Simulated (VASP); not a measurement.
# Ru4C in VASP: notebook

Ru4C is run at these levels: LDA; tasks: single point.

Program: VASP 6.6.1. These are calculated values, not measurements. Logs are shortened: lines on timing, memory, paths and dates and some standing lists are left out, and cuts for length are marked.

### 1 The cell of the first run

The cell holds a slab with vacuum, 5 atoms: a = 2.674 Å, b = 2.674 Å, c = 23.262 Å, α = 90.00°, β = 90.00°, γ = 120.00°.

### 2 Single point, LDA, collinear spin

INCAR reads:

```
PREC = Accurate
ENCUT = 520
EDIFF = 1E-6
ISMEAR = 0
SIGMA = 0.1
LREAL = F
LASPH = T
NELM = 150
ALGO = Normal
ISIF = 2
LWAVE = F
LCHARG = F
ISPIN = 2
MAGMOM = 0 0 0 0 2
LORBIT = 11
LMAXMIX = 4
LDIPOL = T
IDIPOL = 3
DIPOL = 0.5 0.5 0.354
GGA = CA
NBANDS = 42
```

KPOINTS reads:

```
regular mesh
0
Gamma
  12 12 1
```

POSCAR reads:

```
Ru4C
1.0
    2.6740588489      0.0000000000      0.0000000000
   -1.3370294244      2.3158028943      0.0000000000
    0.0000000000      0.0000000000     23.2622039167
Ru C
4 1
Direct
    0.6666666667      0.3333333333      0.1719527528
    0.3333333333      0.6666666667      0.2628031512
    0.6666666667      0.3333333333      0.3532811882
    0.3333333333      0.6666666667      0.4411535534
    0.3333333333      0.6666666667      0.5430355594
```

Potentials or basis: VASP PAW LDA potentials, release 64 (Ru_pv, C).

Run with:

```sh
$ cat potpaw_LDA.64/Ru_pv/POTCAR potpaw_LDA.64/C/POTCAR > POTCAR
$ mpirun -np 1 vasp_std > vasp.out
```

OUTCAR:

```text
PREC = Accurate
   ENCUT = 520
   EDIFF = 1E-6
   ISMEAR = 0
   LREAL = F
   LASPH = T
   NELM = 150
   ISIF = 2
   ISPIN = 2
   LORBIT = 11
   GGA = CA

 ion  position               nearest neighbor table
   1  0.667  0.333  0.172-   2 2.62   2 2.62   2 2.62
   2  0.333  0.667  0.263-   3 2.61   3 2.61   3 2.61   1 2.62   1 2.62   1 2.62
   3  0.667  0.333  0.353-   4 2.56   4 2.56   4 2.56   2 2.61   2 2.61   2 2.61
   4  0.333  0.667  0.441-   5 2.37   3 2.56   3 2.56   3 2.56
   5  0.333  0.667  0.543-   4 2.37

  LATTYP: Found a hexagonal cell.
 ALAT       =     2.6740588489
 C/A-ratio  =     8.6992116596

  Lattice vectors:

 A1 = (   2.6740588489,   0.0000000000,   0.0000000000)
 A2 = (  -1.3370294244,   2.3158028943,   0.0000000000)
 A3 = (   0.0000000000,   0.0000000000,  23.2622039167)

Analysis of symmetry for initial positions (statically):
=====================================================================
 Subroutine PRICEL returns:
 Original cell was already a primitive cell.

 Routine SETGRP: Setting up the symmetry group for a
 hexagonal supercell.

 Subroutine GETGRP returns: Found  6 space group operations
 (whereof  6 operations were pure point group operations)
 out of a pool of 24 trial point group operations.

The static configuration has the point symmetry C_3v.

Analysis of symmetry for dynamics (positions and initial velocities):
=====================================================================
 Subroutine PRICEL returns:
 Original cell was already a primitive cell.

 Routine SETGRP: Setting up the symmetry group for a
 hexagonal supercell.

 Subroutine GETGRP returns: Found  6 space group operations
 (whereof  6 operations were pure point group operations)
 out of a pool of 24 trial point group operations.

The dynamic configuration has the point symmetry C_3v.

Analysis of structural, dynamic, and magnetic symmetry:
=====================================================================
 Subroutine PRICEL returns:
 Original cell was already a primitive cell.

 Routine SETGRP: Setting up the symmetry group for a
 hexagonal supercell.

 Subroutine GETGRP returns: Found  6 space group operations
 (whereof  6 operations were pure point group operations)
 out of a pool of 24 trial point group operations.

The overall configuration has the point symmetry C_3v.

[... 131 lines left out ...]
  energy-cutoff  :      520.00
  volume of cell :      144.05
 maximum number of plane-waves:      3939
 NGX is ok and might be reduce to    20
   NGX =  9   NGY =  9   NGZ = 87

 dipolmoment           0.000000      0.000000     -0.060414 electrons x Angstroem

 number of electron      60.0000001 magnetization       0.0001393

 dipolmoment           0.000000      0.000000      0.059703 electrons x Angstroem

 Free energy of the ion-electron system (eV)
  ---------------------------------------------------
  ext. energy  EPLUGINS =         0.00000000
  ---------------------------------------------------
  free energy    TOTEN  =       -45.42973998 eV

  energy without entropy =      -45.40177253  energy(sigma->0) =      -45.41575626

 E-fermi :   1.5348     XC(G=0):  -7.0584

 val. band max:        1.4952140084   @ k =   0.2500   0.1667   0.0000
 cond. band min:       1.5453111725   @ k =   0.4167   0.0000   0.0000
 fundamental gap:      0.0500971641
 Fermi energy:         1.5347687455

 spin component 1

 k-point     1 :       0.0000    0.0000    0.0000
  band No.  band energies     occupation
      1     -42.0225      1.00000
      2     -41.5265      1.00000
      3     -41.0973      1.00000
      4     -41.0973      1.00000
      5     -40.9896      1.00000
      6     -40.9896      1.00000
[... 844 lines left out ...]
     41      10.4947      0.00000
     42      11.0696      0.00000
 Fermi energy:         1.5347687455

 spin component 2

 k-point     1 :       0.0000    0.0000    0.0000
  band No.  band energies     occupation
      1     -42.0225      1.00000
      2     -41.5264      1.00000
      3     -41.0973      1.00000
      4     -41.0973      1.00000
      5     -40.9896      1.00000
      6     -40.9896      1.00000
[... 844 lines left out ...]
     41      10.4947      0.00000
     42      11.0696      0.00000

------------------------ aborting loop because EDIFF is reached ----------------------------------------

 vacuum level on the upper side and lower side of the slab       (xc-potential included)         0.639        -1.061

  FORCE on cell =-STRESS in cart. coord.  units (eV):
  Direction    XX          YY          ZZ          XY          YZ          ZX
  --------------------------------------------------------------------------------------
  -------------------------------------------------------------------------------------
  Total       -5.6244198     -5.6244198     -5.6388699     -0.0000000      0.0000000      0.0000000
  in kB      -62.5554137    -62.5554137    -62.7161293     -0.0000000      0.0000000      0.0000000
  external PRESSURE =     -62.6089856 kB  Pullay stress =       0.0000000 kB

 VOLUME and BASIS-vectors are now :
 -----------------------------------------------------------------------------
  energy-cutoff  :      520.00
  volume of cell :      144.05
      direct lattice vectors                 reciprocal lattice vectors
     2.674058849  0.000000000  0.000000000     0.373963348  0.215907840  0.000000000
    -1.337029424  2.315802894  0.000000000     0.000000000  0.431815679  0.000000000
     0.000000000  0.000000000 23.262203917     0.000000000  0.000000000  0.042988188

 POSITION                                       TOTAL-FORCE (eV/Angst)
 -----------------------------------------------------------------------------------
      1.33703      0.77193      4.00000         0.000000     -0.000000      0.510672
     -0.00000      1.54387      6.11338         0.000000     -0.000000     -0.464372
      1.33703      0.77193      8.21810        -0.000000     -0.000000     -0.502261
     -0.00000      1.54387     10.26220        -0.000000      0.000000      2.710345
     -0.00000      1.54387     12.63220        -0.000000     -0.000000     -2.254385
 -----------------------------------------------------------------------------------
    total drift:                                0.000000     -0.000000      0.000176

  FREE ENERGIE OF THE ION-ELECTRON SYSTEM (eV)
  ---------------------------------------------------
  free  energy   TOTEN  =       -45.4297399801 eV

  energy  without entropy=      -45.4017725332  energy(sigma->0) =      -45.41575626

 vacuum level on the upper side and lower side of the slab         8.544         6.816

 total charge

# of ion       s       p       d       tot
------------------------------------------
    1        0.402   6.233   5.954  12.589
    2        0.422   6.341   5.973  12.736
    3        0.428   6.352   6.012  12.791
    4        0.406   6.274   5.969  12.649
    5        1.027   0.919   0.000   1.947
--------------------------------------------------
tot          2.685  26.119  23.908  52.713

 magnetization (x)

# of ion       s       p       d       tot
------------------------------------------
    1       -0.000   0.000   0.000   0.000
    2       -0.000   0.000   0.000   0.000
    3       -0.000  -0.000   0.000   0.000
    4       -0.000   0.000   0.000   0.000
    5        0.000   0.000   0.000   0.000
--------------------------------------------------
tot         -0.000   0.000   0.000   0.000
```

Run time: 12 min. Hardware: 1 thread of Oxide Virtual Turin-like, shared host; peak memory 0.29 GiB.

What came out:

```
Free energy                                           : -45.4297 eV
Largest force                                         : 2.710 eV/Å
Band gap on the k mesh                                : zero (filled and empty bands overlap)
Net moment                                            : 0.00 μB per cell
Valence electrons inside the program's atomic spheres : Ru 12.59, 12.74, 12.79, 12.65; C 1.95
```

Forces in eV/Å, atoms in the order of the input:
```
Ru   0.000  0.000  0.511
Ru   0.000  0.000 -0.464
Ru   0.000  0.000 -0.502
Ru   0.000  0.000  2.710
C    0.000  0.000 -2.254
```

Levels at points of the mesh, in eV from the Fermi level:
Spin up:
```
           k point  band 27  band 28  band 29  band 30  band 31  band 32  band 33  band 34
(0.00, 0.00, 0.00)    -2.07    -2.07    -0.90    -0.90    -0.69     0.18     0.18     0.86
(0.50, 0.00, 0.00)     0.13     0.32     0.59     1.47     1.53     1.75     2.10     2.18
```
Spin down:
```
           k point  band 28  band 29  band 30  band 31  band 32  band 33
(0.00, 0.00, 0.00)    -2.07    -0.90    -0.90    -0.69     0.18     0.18
(0.50, 0.00, 0.00)     0.32     0.59     1.47     1.53     1.75     2.10
```

### 3 Single point, LDA, collinear spin

INCAR reads:

```
SYSTEM = Ru4C
PREC = Accurate
ENCUT = 520
EDIFF = 1E-6
ISMEAR = 0
SIGMA = 0.1
LREAL = .FALSE.
LASPH = .TRUE.
NELM = 150
ALGO = Normal
ISIF = 2
LWAVE = .FALSE.
LCHARG = .FALSE.
ISPIN = 2
MAGMOM = 0 0 0 0 2
LORBIT = 11
LMAXMIX = 4
LDIPOL = .TRUE.
IDIPOL = 3
DIPOL = 0.5 0.5 0.362
GGA = CA
NBANDS = 42
```

KPOINTS reads:

```
Automatic mesh
0
G
  12 12 1
  0 0 0
```

Edit POSCAR of step 2 so:

```diff
@@ -12,2 +12,2 @@
     0.3333333333      0.6666666667      0.4411535534
-    0.3333333333      0.6666666667      0.5430355594
+    0.3333333333      0.6666666667      0.5817249288
```

Potentials or basis: VASP PAW LDA potentials, release 64 (Ru_pv, C).

Run with:

```sh
$ cat potpaw_LDA.64/Ru_pv/POTCAR potpaw_LDA.64/C/POTCAR > POTCAR
$ mpirun -np 1 vasp_std > vasp.out
```

Run time: 12 min. Hardware: 1 thread of Oxide Virtual Turin-like, shared host; peak memory 0.29 GiB.

The run converged. Its results:

| Quantity | Value |
| --- | --- |
| Free energy | -44.0435 eV |
| Largest force | 0.869 eV/Å |
| Net moment | 0.17 μB per cell |
| Site moments | Ru +0.01, +0.00 (each value once); C +0.08 μB |
| Valence electrons inside the program's atomic spheres | Ru 12.59, 12.74, 12.78, 12.62; C 1.91 |

Forces on the atoms (eV/Å):
```
Ru   0.000  0.000  0.540
Ru   0.000  0.000 -0.655
Ru   0.000  0.000  0.268
Ru   0.000  0.000  0.715
C    0.000  0.000 -0.869
```

Levels at points of the mesh, in eV from the Fermi level:
Spin up:
| k point | band 26 | band 27 | band 28 | band 29 | band 30 | band 31 | band 32 | band 33 | band 34 | band 35 |
| --- | --- | --- | --- | --- | --- | --- | --- | --- | --- | --- |
| (0.00, 0.00, 0.00) | -2.26 | -2.08 | -2.08 | -1.19 | -0.93 | -0.93 | 0.17 | 0.17 | 0.55 | 1.05 |
| (0.50, 0.00, 0.00) | -1.10 | 0.15 | 0.19 | 0.57 | 1.35 | 1.46 | 1.49 | 1.70 | 2.09 | 2.20 |
Spin down:
| k point | band 27 | band 28 | band 29 | band 30 | band 31 | band 32 | band 33 | band 34 |
| --- | --- | --- | --- | --- | --- | --- | --- | --- |
| (0.00, 0.00, 0.00) | -2.08 | -2.08 | -1.13 | -0.93 | -0.93 | 0.17 | 0.17 | 0.57 |
| (0.50, 0.00, 0.00) | 0.15 | 0.20 | 0.70 | 1.42 | 1.46 | 1.49 | 1.70 | 2.10 |

### 4 Single point, LDA, collinear spin

INCAR reads:

```
SYSTEM = Ru4C
PREC = Accurate
ENCUT = 520
EDIFF = 1E-7
ISMEAR = 0
SIGMA = 0.1
LREAL = .False.
LASPH = .True.
NELM = 150
ALGO = Normal
ISIF = 2
LWAVE = .False.
LCHARG = .True.
ISPIN = 2
MAGMOM = 0 0 0 0 2
LORBIT = 11
LMAXMIX = 4
LDIPOL = .True.
IDIPOL = 3
DIPOL = 0.5 0.5 0.351
GGA = CA
LELF = .True.
LVHAR = .True.
LVACPOTAV = .True.
NBANDS = 42
```

KPOINTS reads:

```
Automatic mesh
0
Gamma
  12 12 1
  0 0 0
```

Edit POSCAR of step 3 so:

```diff
@@ -12,2 +12,2 @@
     0.3333333333      0.6666666667      0.4411535534
-    0.3333333333      0.6666666667      0.5817249288
+    0.3333333333      0.6666666667      0.5279896935
```

Run with:

```sh
$ cat potpaw_LDA.64/Ru_pv/POTCAR potpaw_LDA.64/C/POTCAR > POTCAR
$ mpirun -np 1 vasp_std > vasp.out
```

Run time: 13 min. Hardware: 1 thread of Oxide Virtual Turin-like, shared host; peak memory 0.29 GiB.

The run converged. Its results:

- Free energy: -46.2622 eV
- Largest force: 3.655 eV/Å
- Band gap on the k mesh: zero (filled and empty bands overlap)
- Net moment: 0.00 μB per cell
- Valence electrons inside the program's atomic spheres: Ru 12.60, 12.73, 12.80 (each value once); C 2.03

Forces on the atoms (eV/Å):
```
Ru   0.000  0.000  0.664
Ru   0.000  0.000 -0.596
Ru   0.000  0.000 -1.248
Ru   0.000  0.000  3.655
C    0.000  0.000 -2.475
```

Levels at points of the mesh, in eV from the Fermi level:
Spin up:
| k point | band 28 | band 29 | band 30 | band 31 | band 32 | band 33 |
| --- | --- | --- | --- | --- | --- | --- |
| (0.00, 0.00, 0.00) | -2.08 | -0.95 | -0.95 | -0.47 | 0.06 | 0.06 |
| (0.50, 0.00, 0.00) | 0.39 | 0.75 | 1.30 | 1.54 | 1.76 | 2.02 |
Spin down:
```
           k point  band 26  band 27  band 28  band 29  band 30  band 31  band 32  band 33  band 34  band 35
(0.00, 0.00, 0.00)    -2.16    -2.08    -2.08    -0.95    -0.95    -0.47     0.06     0.06     0.92     0.92
(0.50, 0.00, 0.00)    -1.11    -0.06     0.39     0.75     1.30     1.54     1.76     2.02     2.18     2.52
```

### 5 Single point, LDA, collinear spin

INCAR reads:

```
SYSTEM = Ru4C
PREC = Accurate ; ENCUT = 520
EDIFF = 1E-7 ; ISMEAR = 0
SIGMA = 0.1 ; LREAL = .FALSE.
LASPH = .TRUE. ; NELM = 150
ALGO = Fast ; ISIF = 2
LWAVE = .FALSE. ; LCHARG = .FALSE.
ISPIN = 2 ; MAGMOM = 0 0 0 0 2
LORBIT = 11 ; LMAXMIX = 4
LDIPOL = .TRUE. ; IDIPOL = 3
DIPOL = 0.5 0.5 0.358 ; NBANDS = 42
```

KPOINTS reads:

```
regular mesh
0
G
  12 12 1
  0 0 0
```

Edit POSCAR of step 4 so:

```diff
@@ -12,2 +12,2 @@
     0.3333333333      0.6666666667      0.4411535534
-    0.3333333333      0.6666666667      0.5279896935
+    0.3333333333      0.6666666667      0.5602308347
```

Run with:

```sh
$ cat potpaw_LDA.64/Ru_pv/POTCAR potpaw_LDA.64/C/POTCAR > POTCAR
$ mpirun -np 1 vasp_std > vasp.out
```

Run time: 13 min. Hardware: 1 thread of Oxide Virtual Turin-like, shared host; peak memory 0.29 GiB.

The run converged. Its results:

```yaml
Free_energy: -44.6558 eV
Largest_force: 1.625 eV/Å
Band_gap_on_the_k_mesh: zero (filled and empty bands overlap)
Net_moment: 0.00 μB per cell
Valence_electrons_inside_the_program's_atomic_spheres: Ru 12.59, 12.74, 12.78, 12.61; C 1.92
```

Forces on the atoms (eV/Å):
```
Ru   0.000  0.000  0.484
Ru   0.000  0.000 -0.522
Ru   0.000  0.000  0.015
Ru   0.000  0.000  1.625
C    0.000  0.000 -1.602
```

Levels at points of the mesh, in eV from the Fermi level:
Spin up:
| k point | band 28 | band 29 | band 30 | band 31 | band 32 | band 33 |
| --- | --- | --- | --- | --- | --- | --- |
| (0.00, 0.00, 0.00) | -2.07 | -0.93 | -0.91 | -0.91 | 0.19 | 0.19 |
| (0.50, 0.00, 0.00) | 0.24 | 0.55 | 1.50 | 1.51 | 1.72 | 1.74 |
Spin down:
| k point | band 27 | band 28 | band 29 | band 30 | band 31 | band 32 | band 33 | band 34 |
| --- | --- | --- | --- | --- | --- | --- | --- | --- |
| (0.00, 0.00, 0.00) | -2.07 | -2.07 | -0.93 | -0.91 | -0.91 | 0.19 | 0.19 | 0.75 |
| (0.50, 0.00, 0.00) | 0.16 | 0.24 | 0.55 | 1.50 | 1.51 | 1.72 | 1.74 | 2.11 |

### 6 Overview

| cell | gap on the mesh (eV) | moment (μB) | largest force (eV/Å) |
| --- | --- | --- | --- |
| as given, atomic positions A | none | 0.00 | 2.71 |
| as given, atomic positions B | none | 0.17 | 0.87 |
| as given, atomic positions C | none | 0.00 | 3.65 |
| as given, atomic positions D | none | 0.00 | 1.62 |

Alike in all rows: task single point; level LDA; potentials or basis VASP PAW LDA potentials, release 64 (Ru_pv, C); spin collinear; k mesh 12 × 12 × 1; cutoff (eV) 520; smearing gaussian 0.1 eV.

Total energies depend on the potentials used, so only differences within one code and one set of settings carry meaning.

The gap in the log of VASP goes by the Fermi energy; the results here count the filled bands.